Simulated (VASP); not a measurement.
A run of VASP 6.6.1 is set up as follows.

The input INCAR:

```
ALGO = Normal
EDIFF = 1E-7
ENCUT = 520
ISIF = 2
ISMEAR = -1
LASPH = T
LCHARG = F
LREAL = F
LWAVE = F
NBANDS = 13
NELM = 80
PREC = Accurate
SIGMA = 0.1
```

KPOINTS

```
k-points
0
Gamma
  19 19 19
```

The input POSCAR:

```
W
1.0
   -1.5674371882      1.5674371882      1.5674371882
    1.5674371882     -1.5674371882      1.5674371882
    1.5674371882      1.5674371882     -1.5674371882
W
1
Direct
    0.0000000000      0.0000000000      0.0000000000
```

Potentials or basis: VASP PAW LDA potentials, release 64 (W_sv).

Launch:

```sh
$ cat potpaw_LDA.64/W_sv/POTCAR > POTCAR
$ mpirun -np 1 vasp_std > vasp.out
```

(1) Predict the band gap on the k mesh.

(2) Estimate the pressure.

## Answers

(1) zero (band 7 reaches 16.75 eV, above the bottom of band 8 at 10.43 eV).

(2) 2.0 GPa.

Caveat: spin-orbit coupling is left out, which moves the levels of the heavy elements.
